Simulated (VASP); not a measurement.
# BiTe: single point with PBEsol

The system is BiTe.

```xyz
2
Lattice="2.4227 1.3988 3.3173 -2.4227 1.3988 3.3173 0.0000 -2.7975 3.3173" Properties=species:S:1:pos:R:3 pbc="T T T"
Bi    0.0000    0.0000    4.9759
Te    0.0000    0.0860    0.0510
```

This cell differs from its parent crystal: all Te atoms moved -0.100 Å, as atom 2 towards its neighbour atom 1 (Bi) at 3.252 Å.

* Program: VASP 6.6.1
* Task: single point
* Functional: PBEsol
* Potentials or basis: VASP PAW PBE potentials, release 64 (Bi_d, Te)
* Cutoff: 520 eV
* k mesh: 12 × 12 × 12
* Occupations: gaussian, width 0.15 eV
* Spin: no spin polarisation
* Dipole correction: no
* Further INCAR settings: ALGO = Normal; EDIFF = 1e-06; NBANDS = 18

* Pressure: -2.4 GPa
* Largest force: 0.186 eV/Å
* Band gap on the k mesh: zero (an odd number of electrons rules out a gap without spin polarisation)

Forces on the atoms (eV/Å):
```
Bi   0.000  0.177  0.058
Te   0.000 -0.177 -0.058
```

Stress tensor (GPa, compression positive):
```
-2.52  0.00  0.00
 0.00 -2.30  0.11
 0.00  0.11 -2.27
```

Levels at points of the mesh, in eV from the Fermi level:
| k point | band 8 | band 9 | band 10 | band 11 | band 12 | band 13 |
| --- | --- | --- | --- | --- | --- | --- |
| (0.00, 0.00, 0.00) | -2.92 | -2.90 | -1.61 | 1.85 | 2.42 | 2.49 |
| (0.50, 0.00, 0.00) | -1.93 | -1.86 | -1.10 | -0.90 | -0.54 | 0.30 |
| (0.00, 0.00, 0.50) | -1.86 | -1.85 | -1.15 | -0.91 | -0.62 | 0.36 |
| (0.50, 0.50, 0.00) | -5.60 | -4.49 | -3.30 | 2.34 | 3.06 | 3.58 |
| (0.50, 0.00, 0.50) | -5.63 | -4.49 | -3.30 | 2.21 | 3.14 | 3.64 |
| (0.50, 0.50, 0.50) | -2.45 | -2.37 | -2.28 | -1.56 | -1.26 | -1.18 |

It took 110 s on 1 thread of Intel(R) Xeon(R) 6975P-C (Granite Rapids), on a shared host, peak memory 0.64 GiB.

Caveat: the cell differs from its parent crystal (all Te atoms moved -0.100 Å, as atom 2 towards its neighbour atom 1 (Bi) at 3.252 Å); the PAW data sets were made with another functional, which shifts forces and pressure a little; spin-orbit coupling is left out, which moves the levels of the heavy elements.
